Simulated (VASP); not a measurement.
# BAs in VASP: further runs, part 2 of 2

VASP 6.6.1.

### 3 Single point, PBEsol

INCAR reads:

```
ALGO     = Normal         # electronic algorithm
DIPOL    = 0.5 0.5 0.500
EDIFF    = 1E-6           # SCF threshold, eV
ENCUT    = 520            # plane-wave cutoff, eV
GGA      = PS             # functional
IDIPOL   = 3            
ISIF     = 2              # what is computed and relaxed
ISMEAR   = 0              # smearing method
LASPH    = T              # aspherical terms in the spheres
LCHARG   = F              # write CHGCAR
LDIPOL   = T            
LREAL    = F              # projectors in reciprocal space
LWAVE    = F              # write WAVECAR
NBANDS   = 41             # bands
NELM     = 60             # most SCF steps
PREC     = Accurate       # precision mode
SIGMA    = 0.05           # smearing width, eV
```

KPOINTS reads:

```
k-points
0
Gamma
  8 6 1
```

POSCAR reads:

```
BAs
1.0
    3.3713973117      0.0000000000      0.0000000000
    0.0000000000      4.7678758024      0.0000000000
    0.0000000000      0.0000000000     25.1141919351
B As
7 7
Direct
    0.5000000000      0.4488293863      0.3137339379
    0.0000000000      0.0115509604      0.3651766915
    0.5000000000      0.5100624865      0.4332587934
    0.0000000000      0.0123397016      0.5000000004
    0.5000000000      0.5100624800      0.5667412063
    0.0000000000      0.0115509593      0.6348233082
    0.5000000000      0.4488293846      0.6862660619
    0.0000000000      0.2406386580      0.2918298114
    0.5000000000      0.7659902012      0.3655517991
    0.0000000000      0.2606135001      0.4324330836
    0.5000000000      0.7622899233      0.5000000001
    0.0000000000      0.2606135018      0.5675669167
    0.5000000000      0.7659901965      0.6344482001
    0.0000000000      0.2406386604      0.7081701894
```

Potentials or basis: VASP PAW PBE potentials, release 64 (B, As).

Command:

```console
$ cat potpaw_PBE.64/B/POTCAR potpaw_PBE.64/As/POTCAR > POTCAR
$ mpirun -np 1 vasp_std > vasp.out
```

OUTCAR:

```text
EDIFF = 1E-6
   ENCUT = 520
   GGA = PS
   ISIF = 2
   ISMEAR = 0
   LASPH = T
   LREAL = F
   NELM = 60
   PREC = Accurate

 ion  position               nearest neighbor table
   1  0.500  0.449  0.314-   9 2.00   8 2.03   8 2.03
   2  0.000  0.012  0.365-   9 2.05   9 2.05  10 2.06   8 2.14
   3  0.500  0.510  0.433-  11 2.06  10 2.06  10 2.06   9 2.09
   4  0.000  0.012  0.500-  11 2.06  11 2.06  12 2.07  10 2.07
   5  0.500  0.510  0.567-  11 2.06  12 2.06  12 2.06  13 2.09
   6  0.000  0.012  0.635-  13 2.05  13 2.05  12 2.06  14 2.14
   7  0.500  0.449  0.686-  13 2.00  14 2.03  14 2.03
   8  0.000  0.241  0.292-   1 2.03   1 2.03   2 2.14
   9  0.500  0.766  0.366-   1 2.00   2 2.05   2 2.05   3 2.09
  10  0.000  0.261  0.432-   3 2.06   3 2.06   2 2.06   4 2.07
  11  0.500  0.762  0.500-   3 2.06   5 2.06   4 2.06   4 2.06
  12  0.000  0.261  0.568-   5 2.06   5 2.06   6 2.06   4 2.07
  13  0.500  0.766  0.634-   7 2.00   6 2.05   6 2.05   5 2.09
  14  0.000  0.241  0.708-   7 2.03   7 2.03   6 2.14

  LATTYP: Found a simple orthorhombic cell.
 ALAT       =     3.3713973117
 B/A-ratio  =     1.4142135624
 C/A-ratio  =     7.4491937951

  Lattice vectors:

 A1 = (   3.3713973117,   0.0000000000,   0.0000000000)
 A2 = (   0.0000000000,   4.7678758024,   0.0000000000)
 A3 = (   0.0000000000,   0.0000000000,  25.1141919351)

Analysis of symmetry for initial positions (statically):
=====================================================================
 Subroutine PRICEL returns:
 Original cell was already a primitive cell.

 Routine SETGRP: Setting up the symmetry group for a
 simple orthorhombic supercell.

 Subroutine GETGRP returns: Found  4 space group operations
 (whereof  4 operations were pure point group operations)
 out of a pool of  8 trial point group operations.

The static configuration has the point symmetry C_2v.

[... 169 lines left out ...]

 number of electron      56.0000000 magnetization

 dipolmoment           0.000000      0.000000     -0.000000 electrons x Angstroem

 Free energy of the ion-electron system (eV)
  ---------------------------------------------------
  ext. energy  EPLUGINS =         0.00000000
  ---------------------------------------------------
  free energy    TOTEN  =       -82.01994287 eV

  energy without entropy =      -82.01907500  energy(sigma->0) =      -82.01950894

 E-fermi :   0.0731     XC(G=0):  -5.7273

 val. band max:        0.0455501021   @ k =   0.0000   0.0000   0.0000
 cond. band min:       0.1006292529   @ k =   0.5000   0.0000   0.0000
 fundamental gap:      0.0550791507
 Fermi energy:         0.0730900896

 k-point     1 :       0.0000    0.0000    0.0000
  band No.  band energies     occupation
      1     -15.0884      2.00000
      2     -14.4660      2.00000
      3     -13.4965      2.00000
      4     -12.3420      2.00000
      5     -11.4082      2.00000
      6     -10.9760      2.00000
[... 849 lines left out ...]
     39       5.0913      0.00000
     40       5.1073      0.00000
 [bands above 40 left out]

------------------------ aborting loop because EDIFF is reached ----------------------------------------

 vacuum level on the upper side and lower side of the slab       (xc-potential included)        -0.110        -0.110

  FORCE on cell =-STRESS in cart. coord.  units (eV):
  Direction    XX          YY          ZZ          XY          YZ          ZX
  --------------------------------------------------------------------------------------
  -------------------------------------------------------------------------------------
  Total       -1.1583203      1.8630164      0.8651341      0.0000000      0.0000000      0.0000000
  in kB       -4.5971129      7.3938931      3.4335228      0.0000000      0.0000000      0.0000000
  external PRESSURE =       2.0767677 kB  Pullay stress =       0.0000000 kB

 VOLUME and BASIS-vectors are now :
 -----------------------------------------------------------------------------
  energy-cutoff  :      520.00
  volume of cell :      403.70
      direct lattice vectors                 reciprocal lattice vectors
     3.371397312  0.000000000  0.000000000     0.296612920  0.000000000  0.000000000
     0.000000000  4.767875802  0.000000000     0.000000000  0.209737007  0.000000000
     0.000000000  0.000000000 25.114191935     0.000000000  0.000000000  0.039818124

 POSITION                                       TOTAL-FORCE (eV/Angst)
 -----------------------------------------------------------------------------------
      1.68570      2.13996      7.87917         0.000000      0.015324     -0.005441
      0.00000      0.05507      9.17112         0.000000      0.010927     -0.006081
      1.68570      2.43191     10.88094         0.000000      0.000246     -0.002305
      0.00000      0.05883     12.55710         0.000000      0.004905      0.000000
      1.68570      2.43191     14.23325         0.000000      0.000246      0.002305
      0.00000      0.05507     15.94307        -0.000000      0.010927      0.006081
      1.68570      2.13996     17.23502         0.000000      0.015324      0.005441
      0.00000      1.14734      7.32907         0.000000     -0.049383     -0.078249
      1.68570      3.65215      9.18054         0.000000      0.021126      0.002669
      0.00000      1.24257     10.86021        -0.000000     -0.001012     -0.000835
      1.68570      3.63450     12.55710         0.000000      0.000640      0.000000
      0.00000      1.24257     14.25398         0.000000     -0.001012      0.000835
      1.68570      3.65215     15.93365         0.000000      0.021126     -0.002669
      0.00000      1.14734     17.78512         0.000000     -0.049383      0.078249
 -----------------------------------------------------------------------------------
    total drift:                                0.000000      0.000233     -0.000001

  FREE ENERGIE OF THE ION-ELECTRON SYSTEM (eV)
  ---------------------------------------------------
  free  energy   TOTEN  =       -82.0199428728 eV

  energy  without entropy=      -82.0190750034  energy(sigma->0) =      -82.01950894

 vacuum level on the upper side and lower side of the slab         5.099         5.099
```

OSZICAR:

```text
N       E                     dE             d eps       ncg     rms          rms(c)
DAV:   1     0.309835891907E+03    0.30984E+03   -0.20960E+04  1640   0.108E+03
DAV:   2    -0.504524508434E+02   -0.36029E+03   -0.34565E+03  2241   0.203E+02
DAV:   3    -0.846609307078E+02   -0.34208E+02   -0.33737E+02  1972   0.664E+01
[... 14 lines left out ...]
DAV:  18    -0.820199054928E+02   -0.40854E-04   -0.16511E-06  1591   0.293E-03    0.870E-04
DAV:  19    -0.820199326761E+02   -0.27183E-04   -0.15805E-06  1607   0.221E-03    0.439E-04
DAV:  20    -0.820199390042E+02   -0.63281E-05   -0.27338E-07  1503   0.103E-03    0.244E-04
DAV:  21    -0.820199425171E+02   -0.35129E-05   -0.26819E-07  1460   0.727E-04    0.966E-05
DAV:  22    -0.820199428728E+02   -0.35573E-06   -0.21096E-08  1360   0.278E-04
   1 F= -.82019943E+02 E0= -.82019509E+02  d E =-.867869E-03
```

stdout:

```text
POSCAR found type information on POSCAR B As
 POSCAR found :  2 types and      14 ions
 scaLAPACK will be used
 -----------------------------------------------------------------------------
|                                                                             |
|                                                                             |
|     You enforced a specific xc type in the INCAR file but a different       |
|     I HOPE YOU KNOW WHAT YOU ARE DOING!                                     |
|                                                                             |
 -----------------------------------------------------------------------------

 LDA part: xc-table for (Slater+PW92), standard interpolation
 POSCAR, INCAR and KPOINTS ok, starting setup
 FFT: planning ... GRIDC
 FFT: planning ... GRID_SOFT
 FFT: planning ... GRID
 WAVECAR not read
 entering main loop
```

Run time: 7.3 min. Hardware: 1 thread of Intel Xeon 6975P-C (Granite Rapids), shared host; peak memory 0.57 GiB.

Results:

```
Free energy            : -82.0199 eV
Largest force          : 0.093 eV/Å
Band gap on the k mesh : 0.06 eV (least direct gap 1.14 eV)
```

Forces on the atoms (eV/Å):
```
B    0.000  0.015 -0.005
B    0.000  0.011 -0.006
B    0.000  0.000 -0.002
B    0.000  0.005  0.000
B    0.000  0.000  0.002
B    0.000  0.011  0.006
B    0.000  0.015  0.005
As   0.000 -0.049 -0.078
As   0.000  0.021  0.003
As   0.000 -0.001 -0.001
As   0.000  0.001  0.000
As   0.000 -0.001  0.001
As   0.000  0.021 -0.003
As   0.000 -0.049  0.078
```

Caveat: semilocal functionals underestimate gaps, and a narrow one can read as zero; the PAW data sets were made with another functional, which shifts forces and pressure a little.

The gap in the log of VASP goes by the Fermi energy; the results here count the filled bands.